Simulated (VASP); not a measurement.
Crystal: Ir.

```
Ir
1.0
     0.00000    2.10773    1.43263
     2.10773    0.00000    1.43263
     2.10773    2.10773    0.00000
Ir
1
Direct
  0.00000 0.00000 0.00000
```

This cell differs from its parent crystal: volume 12.729 Å^3 an atom, c/a of the conventional cell 0.6797.

Base run:

| Item | Value |
| --- | --- |
| Program | VASP 6.6.1 |
| Functional | LDA |
| Potentials or basis | VASP PAW LDA potentials, release 64 (Ir) |
| Cutoff | 520 eV |
| k mesh | 22 × 22 × 22 |
| Occupations | gaussian, width 0.15 eV |
| Spin | no spin polarisation |

Its results: pressure 60.2 GPa.

The run is repeated on the same cell with these changes: potentials or basis from VASP PAW LDA potentials, release 64 (Ir) to VASP PAW LDA potentials, release 64 (Ir_sv_GW); cutoff from 520 eV to 500 eV; further incar settings from ALGO = Normal; EDIFF = 1e-07; NBANDS = 10 to ALGO = Normal; EDIFF = 1e-06; NBANDS = 14; valence electrons from 9 to 17. What comes out?

Pressure 54.4 GPa.
